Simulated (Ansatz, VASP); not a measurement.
MgO in VASP and in Ansatz

POSCAR

```
MgO
1.0
    3.4841042127      0.0000000000      0.0000000000
   -1.7420521064      3.0173227576      0.0000000000
    0.0000000000      0.0000000000      4.1856875957
Mg O
2 2
Direct
    0.6666666667      0.3333333333      0.7500000000
    0.3333333333      0.6666666667      0.2500000000
    0.6752444380      0.3098984264      0.2500000000
    0.3333333333      0.6666666667      0.7500000000
```

File INCAR.step1:

```
SYSTEM = MgO
ALGO = Normal ; EDIFF = 1E-5
ENCUT = 920 ; GGA = PE
GGA_COMPAT = .False. ; ISMEAR = 0
LASPH = .True. ; LCHARG = .False.
LREAL = .False. ; LWAVE = .True.
NBANDS = 24 ; NELM = 120
PREC = Accurate ; SIGMA = 0.05
```

File INCAR.step2:

```
SYSTEM = MgO
ALGO = Normal ; EDIFF = 1E-6
ENCUT = 920 ; GGA_COMPAT = .False.
ISIF = 2 ; ISMEAR = 0
ISTART = 1 ; LASPH = .True.
LCHARG = .False. ; LMIXTAU = .True.
LREAL = .False. ; LWAVE = .False.
METAGGA = R2SCAN ; NBANDS = 24
NELM = 120 ; PREC = Accurate
SIGMA = 0.05
```

Contents of KPOINTS:

```
k-points
0
Gamma
  6 6 6
  0 0 0
```

Input for Ansatz:

```yaml
crystal:
  lattice:
    - [3.4841042127, 0.0, 0.0]
    - [-1.7420521064, 3.0173227576, 0.0]
    - [0.0, 0.0, 4.1856875957]
  atoms:
    - { symbol: Mg, position: [0.6666666667, 0.3333333333, 0.75] }
    - { symbol: Mg, position: [0.3333333333, 0.6666666667, 0.25] }
    - { symbol: O, position: [0.675244438, 0.3098984264, 0.25] }
    - { symbol: O, position: [0.3333333333, 0.6666666667, 0.75] }
basis:
  ecutwfc: 500
kpoints:
  mp_grid: { grid: [6, 6, 6] }
hamiltonian:
  xc: r2scan
scf:
  occupations: { method: gaussian, width: 0.05 }
output:
  forces: true
  stress: true
  eigenvalues: true
```

Alike in both runs: task single point; functional r2SCAN; k mesh 6 × 6 × 6; occupations gaussian, width 0.05 eV; no spin polarisation.

|  | VASP | Ansatz |
| --- | --- | --- |
| version | VASP 6.6.1 | Ansatz 0.2.0 |
| potentials or method | VASP PAW PBE potentials, release 64 (Mg_sv, O), cutoff 920 eV | scalar-relativistic, plane waves, PAW |
| valence electrons in the cell | 32 | 32 |

Ansatz gave:

```
gap on the k mesh at the Fermi level (eV)                     : 4.07
least direct gap on the mesh (eV)                             : 4.07
pressure (GPa)                                                : 0.5
traceless stress, the component that is largest in VASP (GPa) : 2.59
rms of the force components (eV/Å)                            : 0.356
```

Which values does VASP return?

gap on the k mesh at the Fermi level (eV): 4.08; least direct gap on the mesh (eV): 4.08; pressure (GPa): 1.0; traceless stress, the component that is largest in VASP (GPa): 2.68; rms of the force components (eV/Å): 0.364.

VASP's potentials were made for PBE, not for r2SCAN. Atom by atom the forces differ by 0.010 eV/Å (rms over components). The functional is the same, so the differences come from potentials, cutoffs and numerics.
